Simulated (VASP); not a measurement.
# Rh (P6_3/mmc) in VASP: a series of runs

Runs on Rh. Level: PBEsol. Tasks: single point.

Everything below comes from runs of VASP 6.6.1. Logs are shortened: lines on timing, memory, paths and dates and some standing lists are left out, and cuts for length are marked.

### 1 The cell of the first run

Symmetry: P6_3/mmc, No. 194, hexagonal system. The conventional cell has a = 2.716 Å, b = 2.716 Å, c = 4.369 Å, α = 90.00°, β = 90.00°, γ = 120.00°. Rh (site symmetry -6m2) has 12 Rh at 2.69 to 2.72 Å within 3.5 Å.

### 2 Single point, PBEsol (volume scaled by 1.03, then relaxed in part)

INCAR reads:

```
SYSTEM = Rh
PREC = Accurate
ENCUT = 520
EDIFF = 1E-6
ISMEAR = 0
SIGMA = 0.1
LREAL = .FALSE.
LASPH = .TRUE.
NELM = 80
ALGO = Fast
ISIF = 2
LWAVE = .FALSE.
LCHARG = .FALSE.
GGA = PS
NBANDS = 22
```

KPOINTS reads:

```
Automatic mesh
0
G
  18 18 10
  0 0 0
```

POSCAR reads:

```
Rh
1.0
    2.7162627120      0.0000000000      0.0000000000
   -1.3581313560      2.3523525120      0.0000000000
    0.0000000000      0.0000000000      4.3689759024
Rh
2
Direct
    0.6666666667      0.3333333333      0.7500000000
    0.3333333333      0.6666666667      0.2500000000
```

Potentials or basis: VASP PAW PBE potentials, release 64 (Rh_pv).

Run with:

```console
cat potpaw_PBE.64/Rh_pv/POTCAR > POTCAR
mpirun -np 1 vasp_std > vasp.out
```

OUTCAR:

```text
SYSTEM = Rh
   PREC = Accurate
   ENCUT = 520
   EDIFF = 1E-6
   ISMEAR = 0
   LREAL = .FALSE.
   LASPH = .TRUE.
   NELM = 80
   ISIF = 2
   GGA = PS

 ion  position               nearest neighbor table
   1  0.667  0.333  0.750-   2 2.69   2 2.69   2 2.69   2 2.69   2 2.69   2 2.69
   2  0.333  0.667  0.250-   1 2.69   1 2.69   1 2.69   1 2.69   1 2.69   1 2.69

  LATTYP: Found a hexagonal cell.
 ALAT       =     2.7162627120
 C/A-ratio  =     1.6084511572

  Lattice vectors:

 A1 = (   2.7162627120,   0.0000000000,   0.0000000000)
 A2 = (  -1.3581313560,   2.3523525120,   0.0000000000)
 A3 = (   0.0000000000,   0.0000000000,   4.3689759024)

Analysis of symmetry for initial positions (statically):
=====================================================================
 Subroutine PRICEL returns:
 Original cell was already a primitive cell.

 Routine SETGRP: Setting up the symmetry group for a
 hexagonal supercell.

 Subroutine GETGRP returns: Found 24 space group operations
 (whereof 12 operations were pure point group operations)
 out of a pool of 24 trial point group operations.

The static configuration has the point symmetry D_3d.
 The point group associated with its full space group is D_6h.

Analysis of symmetry for dynamics (positions and initial velocities):
=====================================================================
 Subroutine PRICEL returns:
 Original cell was already a primitive cell.

 Routine SETGRP: Setting up the symmetry group for a
 hexagonal supercell.

 Subroutine GETGRP returns: Found 24 space group operations
 (whereof 12 operations were pure point group operations)
 out of a pool of 24 trial point group operations.

The dynamic configuration has the point symmetry D_3d.
 The point group associated with its full space group is D_6h.

 Subroutine INISYM returns: Found 24 space group operations
 (whereof 12 operations are pure point group operations),
 and found     1 'primitive' translations

----------------------------------------------------------------------------------------

                                     Primitive cell

  volume of cell :      27.9160

  direct lattice vectors                    reciprocal lattice vectors
     2.716262712  0.000000000  0.000000000     0.368152902  0.212553177  0.000000000
    -1.358131356  2.352352512  0.000000000     0.000000000  0.425106354  0.000000000
     0.000000000  0.000000000  4.368975902     0.000000000  0.000000000  0.228886591

  length of vectors
     2.716262712  2.716262712  4.368975902     0.425106354  0.425106354  0.228886591

  position of ions in fractional coordinates (direct lattice)
     0.666666667  0.333333333  0.750000000
     0.333333333  0.666666667  0.250000000

  ion indices of the primitive-cell ions
   primitive index   ion index
                 1           1
                 2           2

----------------------------------------------------------------------------------------

 KPOINTS: Automatic mesh

Automatic generation of k-mesh.
 Grid dimensions read from file:
 generate k-points for:   18   18   10

 Generating k-lattice:

  Cartesian coordinates                     Fractional coordinates (reciprocal lattice)
     0.020452939  0.011808510  0.000000000     0.055555556  0.000000000  0.000000000
     0.000000000  0.023617020  0.000000000     0.000000000  0.055555556  0.000000000
     0.000000000  0.000000000  0.022888659     0.000000000  0.000000000  0.100000000

  Length of vectors
     0.023617020  0.023617020  0.022888659

  Shift w.r.t. Gamma in fractional coordinates (k-lattice)
     0.000000000  0.000000000  0.000000000

 Subroutine IBZKPT returns following result:
 ===========================================

 Found    222 irreducible k-points:

 Following reciprocal coordinates:
            Coordinates               Weight
  0.000000  0.000000  0.000000      1.000000
  0.055556 -0.000000  0.000000      6.000000
  0.111111 -0.000000  0.000000      6.000000
  0.166667 -0.000000  0.000000      6.000000
  0.222222  0.000000  0.000000      6.000000
  0.277778  0.000000  0.000000      6.000000
[... 16 lines left out ...]
  0.333333  0.111111  0.000000     12.000000
  0.388889  0.111111  0.000000     12.000000
 [... further k-points ...]
   k-points           NKPTS =    222   k-points in BZ     NKDIM =    222   number of bands    NBANDS=     22
   number of dos      NEDOS =    301   number of ions     NIONS =      2
   total plane-waves  NPLWV =  12800
   dimension x,y,z NGX =    20 NGY =   20 NGZ =   32
   dimension x,y,z NGXF=    40 NGYF=   40 NGZF=   64
   ions per type =               2
   NGX,Y,Z   is equivalent  to a cutoff of  12.24, 12.24, 12.18 a.u.
   NGXF,Y,Z  is equivalent  to a cutoff of  24.48, 24.48, 24.35 a.u.
 SYSTEM =  Rh
   PREC   = accura    normal or accurate (medium, high low for compatibility)
   ISTART =      0    job   : 0-new  1-cont  2-samecut
   ICHARG =      2    charge: 1-file 2-atom 10-const
   ISPIN  =      1    spin polarized calculation?
   LNONCOLLINEAR =      F non collinear calculations
   LSORBIT =      F    spin-orbit coupling
   LASPH  =      T    aspherical Exc in radial PAW
   ENCUT  =  520.0 eV  38.22 Ry    6.18 a.u.   5.05  5.05  8.12*2*pi/ulx,y,z
   NELM   =     80;   NELMIN=  2; NELMDL= -5     # of ELM steps
   EDIFF  = 0.1E-05   stopping-criterion for ELM
   LREAL  =      F    real-space projection
   EDIFFG = 0.1E-04   stopping-criterion for IOM
   NSW    =      0    number of steps for IOM
   IBRION =     -1    ionic relax: 0-MD 1-quasi-New 2-CG
   NFREE  =      0    steps in history (QN), initial steepest desc. (CG)
   ISIF   =      2    stress and relaxation
   ISYM   =      2    0-nonsym 1-usesym 2-fastsym
   POTIM  = 0.5000    time-step for ionic-motion
   TEBEG  =    0.0;   TEEND  =   0.0 temperature during run
   PSTRESS=    0.0 pullay stress
   NELECT =      30.0000    total number of electrons
   NUPDOWN=      -1.0000    fix difference up-down
   EMIN   =  10.00;   EMAX   =-10.00  energy-range for DOS
   EFERMI =   0.00;   METHOD = LEGACY
   ISMEAR =     0;   SIGMA  =   0.10  broadening in eV -4-tet -1-fermi 0-gaus
   EFERMI_NEDOS =   21; number of points for ismear=-14 and -15
   IALGO  =     68    algorithm
   IMIX   =      4    mixing-type and parameters
     AMIX     =   0.40;   BMIX     =  1.00
     AMIX_MAG =   1.60;   BMIX_MAG =  1.00
  volume/ion in A,a.u.               =      13.96        94.19
  Fermi-wavevector in a.u.,A,eV,Ry     =   1.676862  3.168810 38.257759  2.811866
  Thomas-Fermi vector in A             =   2.761230
   LORBIT       =      0    0 simple, 1 ext, 2 COOP (PROOUT), +10 PAW based schemes
   GGA     = PS    functional components
   LHFCALC =     F    Hartree Fock is set to
   AEXX    =    0.0000 exact exchange contribution
   IVDW    =     0    specifies the selected vdW correction
   LEPSILON=     F    determine dielectric tensor
   LRPA    =     F    only Hartree local field effects (RPA)
 non-spin polarized calculation
 RMM-DIIS sequential band-by-band and
 Gauss-broadening in eV      SIGMA  =   0.10
  energy-cutoff  :      520.00
  volume of cell :       27.92
 maximum number of plane-waves:       772
   NGX = 11   NGY = 11   NGZ = 17

 number of electron      30.0000017 magnetization

 Free energy of the ion-electron system (eV)
  ---------------------------------------------------
  ext. energy  EPLUGINS =         0.00000000
  ---------------------------------------------------
  free energy    TOTEN  =       -16.18370827 eV

  energy without entropy =      -16.16742894  energy(sigma->0) =      -16.17556861

 E-fermi :  11.5835     XC(G=0): -14.1195

 val. band max:       11.5826134469   @ k =   0.3889   0.1667   0.0000
 cond. band min:      11.5878566838   @ k =   0.0000   0.0000   0.3000
 fundamental gap:      0.0052432369
 Fermi energy:        11.5835050895

 k-point     1 :       0.0000    0.0000    0.0000
  band No.  band energies     occupation
      1     -35.5513      2.00000
      2     -34.9120      2.00000
      3     -34.9120      2.00000
      4     -34.8260      2.00000
      5     -34.8063      2.00000
      6     -34.8063      2.00000
[... 14 lines left out ...]
     21      29.6975      0.00000
     22      30.2412      0.00000

 k-point     2 :       0.0556   -0.0000    0.0000
  band No.  band energies     occupation
      1     -35.5444      2.00000
      2     -34.9273      2.00000
      3     -34.9171      2.00000
      4     -34.8289      2.00000
      5     -34.8223      2.00000
      6     -34.8087      2.00000
[... 14 lines left out ...]
     21      29.8189      0.00000
     22      30.3301      0.00000

 k-point     3 :       0.1111   -0.0000    0.0000
  band No.  band energies     occupation
      1     -35.5242      2.00000
      2     -34.9715      2.00000
      3     -34.9314      2.00000
      4     -34.8679      2.00000
      5     -34.8378      2.00000
      6     -34.8157      2.00000
[... 14 lines left out ...]
     21      30.1381      0.00000
     22      30.2949      0.00000

 k-point     4 :       0.1667   -0.0000    0.0000
  band No.  band energies     occupation
      1     -35.4919      2.00000
      2     -35.0392      2.00000
      3     -34.9530      2.00000
      4     -34.9370      2.00000
      5     -34.8527      2.00000
      6     -34.8268      2.00000
[... 14 lines left out ...]
     21      30.0712      0.00000
     22      30.3322      0.00000

 k-point     5 :       0.2222    0.0000    0.0000
  band No.  band energies     occupation
      1     -35.4496      2.00000
      2     -35.1223      2.00000
      3     -35.0203      2.00000
      4     -34.9788      2.00000
      5     -34.8737      2.00000
      6     -34.8410      2.00000
[... 417 lines left out ...]
 k-point    22 :       0.2778    0.1111    0.0000
  band No.  band energies     occupation
      1     -35.3324      2.00000
      2     -35.2857      2.00000
      3     -35.2037      2.00000
      4     -35.0437      2.00000
      5     -34.9409      2.00000
      6     -34.9061      2.00000
[... 14 lines left out ...]
     21      24.7777      0.00000
     22      27.5250      0.00000

 k-point    23 :       0.3333    0.1111    0.0000
  band No.  band energies     occupation
      1     -35.3489      2.00000
      2     -35.2823      2.00000
      3     -35.2497      2.00000
      4     -35.0741      2.00000
      5     -34.9747      2.00000
      6     -34.9215      2.00000
[... 14 lines left out ...]
     21      23.8823      0.00000
     22      26.8269      0.00000

 k-point    24 :       0.3889    0.1111    0.0000
  band No.  band energies     occupation
      1     -35.3900      2.00000
      2     -35.2797      2.00000
      3     -35.2418      2.00000
      4     -35.0936      2.00000
      5     -35.0044      2.00000
      6     -34.9315      2.00000
[... 14 lines left out ...]
     21      23.2554      0.00000
     22      26.2427      0.00000

 [... further k-points ...]

------------------------ aborting loop because EDIFF is reached ----------------------------------------

  FORCE on cell =-STRESS in cart. coord.  units (eV):
  Direction    XX          YY          ZZ          XY          YZ          ZX
  --------------------------------------------------------------------------------------
  -------------------------------------------------------------------------------------
  Total       -1.4118284     -1.4118284     -1.4072182      0.0000000     -0.0000000      0.0000000
  in kB      -81.0286646    -81.0286646    -80.7640732      0.0000000     -0.0000000      0.0000000
  external PRESSURE =     -80.9404674 kB  Pullay stress =       0.0000000 kB

 VOLUME and BASIS-vectors are now :
 -----------------------------------------------------------------------------
  energy-cutoff  :      520.00
  volume of cell :       27.92
      direct lattice vectors                 reciprocal lattice vectors
     2.716262712  0.000000000  0.000000000     0.368152902  0.212553177  0.000000000
    -1.358131356  2.352352512  0.000000000     0.000000000  0.425106354  0.000000000
     0.000000000  0.000000000  4.368975902     0.000000000  0.000000000  0.228886591

 POSITION                                       TOTAL-FORCE (eV/Angst)
 -----------------------------------------------------------------------------------
      1.35813      0.78412      3.27673        -0.000000     -0.000000      0.000000
     -0.00000      1.56824      1.09224         0.000000      0.000000      0.000000
 -----------------------------------------------------------------------------------
    total drift:                               -0.000000      0.000000     -0.000000

  FREE ENERGIE OF THE ION-ELECTRON SYSTEM (eV)
  ---------------------------------------------------
  free  energy   TOTEN  =       -16.1837082738 eV

  energy  without entropy=      -16.1674289385  energy(sigma->0) =      -16.17556861
```

It took 47 s on 1 thread of Intel Xeon 6975P-C (Granite Rapids), shared host; peak memory 0.21 GiB.

What came out:

```
Free energy            : -16.1837 eV
Pressure               : -8.1 GPa
Band gap on the k mesh : zero (band 15 reaches 12.21 eV, above the bottom of band 16 at 9.82 eV)
```

Caveat: the PAW data sets were made with another functional, which shifts forces and pressure a little.

### 3 Single point, PBEsol (volume scaled by 1.02, then relaxed in part)

INCAR reads:

```
PREC     = Accurate       # precision mode
ENCUT    = 520            # plane-wave cutoff, eV
EDIFF    = 1E-6           # SCF threshold, eV
ISMEAR   = -1             # smearing method
SIGMA    = 0.15           # smearing width, eV
LREAL    = F              # projectors in reciprocal space
LASPH    = T              # aspherical terms in the spheres
NELM     = 80             # most SCF steps
ALGO     = Fast           # electronic algorithm
ISIF     = 2              # what is computed and relaxed
LWAVE    = F              # write WAVECAR
LCHARG   = T              # write CHGCAR
GGA      = PS             # functional
LELF     = T              # ELF
LVHAR    = T            
NBANDS   = 22             # bands
```

KPOINTS reads:

```
regular mesh
0
Gamma
  18 18 10
```

POSCAR reads:

```
Rh
1.0
    2.7100015677      0.0000000000      0.0000000000
   -1.3550007839      2.3469302019      0.0000000000
    0.0000000000      0.0000000000      4.3630902806
Rh
2
Direct
    0.6666666667      0.3333333333      0.7500000000
    0.3333333333      0.6666666667      0.2500000000
```

Potentials or basis: VASP PAW PBE potentials, release 64 (Rh_pv).

Run with:

```console
cat potpaw_PBE.64/Rh_pv/POTCAR > POTCAR
mpirun -np 1 vasp_std > vasp.out
```

Run time: 42 s. Hardware: 1 thread of Intel Xeon 6975P-C (Granite Rapids), shared host; peak memory 0.22 GiB.

Results (log left out):

```
Free energy            : -16.3049 eV
Pressure               : -5.4 GPa
Band gap on the k mesh : zero (band 15 reaches 12.33 eV, above the bottom of band 16 at 9.92 eV)
```

Levels at points of the mesh, in eV from the Fermi level:
```csv
k point,band 11,band 12,band 13,band 14,band 15,band 16,band 17,band 18,band 19,band 20
"(0.00, 0.00, 0.00)",-2.99,-2.46,-2.46,-1.90,-1.90,0.16,0.16,0.72,8.57,15.80
"(0.50, 0.00, 0.00)",-2.65,-2.19,-2.17,0.43,0.67,0.74,2.98,5.06,10.23,10.74
"(0.00, 0.00, 0.50)",-3.11,-3.11,-3.11,-3.11,-0.41,-0.41,-0.41,-0.41,14.81,14.81
"(0.50, 0.00, 0.50)",-1.65,-1.65,-0.30,-0.30,0.61,0.61,2.62,2.62,9.21,9.21
```

Caveat: the PAW data sets were made with another functional, which shifts forces and pressure a little.

### 4 Single point, PBEsol (volume scaled by 1.06, then relaxed in part)

INCAR reads:

```
SYSTEM = Rh
PREC     = Accurate       ! precision mode
ENCUT    = 520            ! plane-wave cutoff, eV
EDIFF    = 1E-6           ! SCF threshold, eV
ISMEAR   = 0              ! smearing method
SIGMA    = 0.1            ! smearing width, eV
LREAL    = .FALSE.        ! projectors in reciprocal space
LASPH    = .TRUE.         ! aspherical terms in the spheres
NELM     = 60             ! most SCF steps
ALGO     = Fast           ! electronic algorithm
ISIF     = 2              ! what is computed and relaxed
LWAVE    = .FALSE.        ! write WAVECAR
LCHARG   = .FALSE.        ! write CHGCAR
GGA      = PS             ! functional
NBANDS   = 22             ! bands
```

KPOINTS reads:

```
Automatic mesh
0
G
  18 18 10
  0 0 0
```

POSCAR reads:

```
Rh
1.0
    2.7432800134      0.0000000000      0.0000000000
   -1.3716400067      2.3757501813      0.0000000000
    0.0000000000      0.0000000000      4.4081011831
Rh
2
Direct
    0.6666666667      0.3333333333      0.7500000000
    0.3333333333      0.6666666667      0.2500000000
```

Run with:

```console
cat potpaw_PBE.64/Rh_pv/POTCAR > POTCAR
mpirun -np 1 vasp_std > vasp.out
```

Run time: 52 s. Hardware: 1 thread of Intel Xeon 6975P-C (Granite Rapids), shared host; peak memory 0.21 GiB.

Results (log left out):

- Free energy: -16.1259 eV
- Pressure: -14.8 GPa
- Band gap on the k mesh: zero (band 15 reaches 11.66 eV, above the bottom of band 16 at 9.38 eV)

Levels at points of the mesh, in eV from the Fermi level:
```
           k point  band 13  band 14  band 15  band 16  band 17  band 18
(0.00, 0.00, 0.00)    -2.35    -1.85    -1.85     0.12     0.12     0.75
(0.50, 0.00, 0.00)    -2.09     0.36     0.59     0.66     2.84     4.85
(0.00, 0.00, 0.50)    -2.97    -2.97    -0.42    -0.42    -0.42    -0.42
(0.50, 0.00, 0.50)    -0.31    -0.31     0.54     0.54     2.54     2.54
```

Caveat: the PAW data sets were made with another functional, which shifts forces and pressure a little.

### 5 Overview

| cell | smearing | gap on the mesh (eV) | pressure (GPa) |
| --- | --- | --- | --- |
| a = 2.716, b = 2.716, c = 4.369 Å, angles 90.0, 90.0, 120.0°, 2 atoms | gaussian 0.1 eV | none | -8.1 |
| a = 2.710, b = 2.710, c = 4.363 Å, angles 90.0, 90.0, 120.0°, 2 atoms | fermi-dirac 0.15 eV | none | -5.4 |
| a = 2.743, b = 2.743, c = 4.408 Å, angles 90.0, 90.0, 120.0°, 2 atoms | gaussian 0.1 eV | none | -14.8 |

Alike in all rows: task single point; level PBEsol; potentials or basis VASP PAW PBE potentials, release 64 (Rh_pv); no spin polarisation; k mesh 18 × 18 × 10; cutoff (eV) 520.

Caveats: the PAW data sets were made with another functional, which shifts forces and pressure a little.

Absolute energies hang on the potentials; compare differences alone.
